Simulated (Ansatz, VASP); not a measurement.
## One calculation of FeBr4, two programs

The input INCAR:

```
SYSTEM = FeBr4
PREC     = Accurate       ! precision mode
ENCUT    = 600            ! plane-wave cutoff, eV
EDIFF    = 1E-6           ! SCF threshold, eV
ISMEAR   = 0              ! smearing method
SIGMA    = 0.15           ! smearing width, eV
LREAL    = .False.        ! projectors in reciprocal space
LASPH    = .True.         ! aspherical terms in the spheres
NELM     = 150            ! most SCF steps
ALGO     = Normal         ! electronic algorithm
ISIF     = 3              ! what is computed and relaxed
LWAVE    = .False.        ! write WAVECAR
LCHARG   = .False.        ! write CHGCAR
ISPIN    = 2              ! spin polarisation
MAGMOM   = 4 0 0 0 0      ! initial moments
LORBIT   = 11             ! projections on sites
LMAXMIX  = 4              ! l up to which the mixer works
GGA      = PE             ! functional
IBRION   = 2              ! ionic algorithm
NSW      = 36             ! ionic steps
EDIFFG   = -0.08          ! ionic threshold
```

KPOINTS

```
regular mesh
0
Gamma
  3 3 3
  0 0 0
```

The input POSCAR:

```
FeBr4
1.0
   -3.2850000000      3.2850000000      3.2850000000
    3.2850000000     -3.2850000000      3.2850000000
    3.2850000000      3.2850000000     -3.2850000000
Fe Br
1 4
Direct
    0.0000000000      0.0000000000      0.0000000000
    0.5980000000      0.0000000000      0.0000000000
    0.0000000000      0.0000000000      0.5980000000
    0.0000000000      0.5980000000      0.0000000000
    0.4020000000      0.4020000000      0.4020000000
```

Input for Ansatz:

```yaml
crystal:
  lattice:
    - [-3.285, 3.285, 3.285]
    - [3.285, -3.285, 3.285]
    - [3.285, 3.285, -3.285]
  atoms:
    - { symbol: Fe, position: [0.0, 0.0, 0.0], spin: 4.0 }
    - { symbol: Br, position: [0.598, 0.0, 0.0] }
    - { symbol: Br, position: [0.0, 0.0, 0.598] }
    - { symbol: Br, position: [0.0, 0.598, 0.0] }
    - { symbol: Br, position: [0.402, 0.402, 0.402] }
basis:
  ecutwfc: 420
kpoints:
  mp_grid: { grid: [3, 3, 3] }
hamiltonian:
  xc: pbe
scf:
  occupations: { method: gaussian, width: 0.15 }
  lower_state_search: "off"
output:
  forces: true
  stress: true
  eigenvalues: true
  populations: true
magnetization:
  spin_polarized: true
relax:
  adjacent_minimum: "off"
  f_tol: 0.08
  max_steps: 16
  cell: { stress_tol: 0.8 }
```

Alike in both runs: task relaxation of cell and atoms; functional PBE; k mesh 3 × 3 × 3; occupations gaussian, width 0.15 eV; collinear spin.

|  | VASP | Ansatz |
| --- | --- | --- |
| version | VASP 6.6.1 | Ansatz 0.2.0 |
| potentials or method | VASP PAW PBE potentials, release 64 (Fe, Br), cutoff 600 eV | scalar-relativistic, plane waves, PAW |
| valence electrons in the cell | 36 | 44 |

```csv
,VASP,Ansatz,Ansatz less VASP
"gap on the k mesh at the Fermi level, each at its own relaxed structure (eV)",none,none,-
net moment per atom (μB),0.80,0.80,0.000
size of the moment on the site where the two differ most (μB),3.13,3.08,-0.047
relaxed volume (Å³/atom),43.47,38.48,-4.990
relaxed length of the cell vector where the two differ most in proportion (Å),6.560,6.299,-0.2613
```

Site moments also hang on the region over which each program counts them. A gap of «none» marks a metal or a gap that the smearing closes. One of these differences is far larger than is usual between the two programs; its cause wasn't traced. VASP's potentials hold 36 valence electrons a cell and Ansatz's 44, so a difference there can come from the potentials and not from the codes.

The k mesh is coarse, so the values compare programs but aren't converged. Noted on VASP's run: the volume moved by over 15 % at a fixed basis, so the end points are rough.
